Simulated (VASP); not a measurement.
A run of VASP 6.6.1 is set up as follows.

The input POSCAR:

```
MgF2
1.0
    4.6012175371      0.0000000000      0.0000000000
    0.0000000000      4.6012175371      0.0000000000
    0.0000000000      0.0000000000      3.0422834516
Mg F
2 4
Direct
    0.0000000000      0.0000000000      0.0000000000
    0.5000000000      0.5000000000      0.5000000000
    0.3024831210      0.3024831210      0.0000000000
    0.1975168790      0.8024831210      0.5000000000
    0.6975168790      0.6975168790      0.0000000000
    0.8024831210      0.1975168790      0.5000000000
```

The input INCAR.step1:

```
PREC = Accurate
ENCUT = 520
EDIFF = 1E-5
ISMEAR = 0
SIGMA = 0.05
LREAL = False
LASPH = True
NELM = 120
ALGO = Normal
ISIF = 2
LWAVE = True
NBANDS = 25
GGA = PE
GGA_COMPAT = False
```

The input INCAR.step2:

```
PREC = Accurate
ENCUT = 520
EDIFF = 1E-6
ISMEAR = 0
SIGMA = 0.05
LREAL = False
LASPH = True
NELM = 120
ALGO = Normal
ISIF = 2
LWAVE = False
LCHARG = True
GGA = PE
LHFCALC = True
AEXX = 0.4
HFSCREEN = 0.20787
PRECFOCK = Normal
LELF = True
LVHAR = True
NBANDS = 25
ISTART = 1
GGA_COMPAT = False
```

File KPOINTS:

```
regular mesh
0
Gamma
  4 4 4
```

Potentials or basis: VASP PAW PBE potentials, release 64 (Mg, F).

The run is started by

```bash
$ cat potpaw_PBE.64/Mg/POTCAR potpaw_PBE.64/F/POTCAR > POTCAR
$ cp INCAR.step1 INCAR
$ mpirun -np 1 vasp_std > vasp.out
$ cp INCAR.step2 INCAR
$ mpirun -np 1 vasp_std > vasp.out
```

Q: Predict the pressure.

A: -0.2 GPa.

Q: Estimate the band gap on the k mesh.

A: 10.88 eV.

Forces in eV/Å, atoms in the order of the input:
```
Mg   0.000  0.000  0.000
Mg   0.000  0.000  0.000
F    0.047  0.047  0.000
F   -0.047  0.047  0.000
F   -0.047 -0.047  0.000
F    0.047 -0.047  0.000
```

Caveat: the k points lie up to 0.52 Å⁻¹ apart; the PAW data sets were made with another functional, which shifts forces and pressure a little.
